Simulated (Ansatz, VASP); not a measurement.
**BaS: VASP beside Ansatz**

```
CELL_PARAMETERS angstrom
0.00000 3.23578 3.23578
3.23578 0.00000 3.23578
3.23578 3.23578 0.00000
ATOMIC_POSITIONS crystal
Ba 0.00000 0.00000 0.00000
S 0.50000 0.50000 0.50000
```

Change from the starting cell: volume scaled by 1.04, crystal datasets.

Alike in both runs: task electric field gradients; functional PBEsol; k mesh 8 × 8 × 8; occupations fermi-dirac, width 0.02 eV; no spin polarisation.

|  | VASP | Ansatz |
| --- | --- | --- |
| version | VASP 6.6.1 | Ansatz 0.2.0 |
| potentials or method | VASP PAW PBE potentials, release 64 (Ba_sv, S), cutoff 520 eV | all-electron PAW with datasets made for the crystal, scalar-relativistic |

Ansatz gave:

```
gap on the k mesh at the Fermi level (eV) : 2.14
pressure (GPa)                            : -2.6
```

Question: Which values does VASP return?

Answer: gap on the k mesh at the Fermi level (eV): 2.05; pressure (GPa): -2.1.

VASP's potentials were made for PBE, not for PBEsol. Ansatz ran all-electron here, and VASP with PAW potentials.

Neither program's run includes spin-orbit coupling.
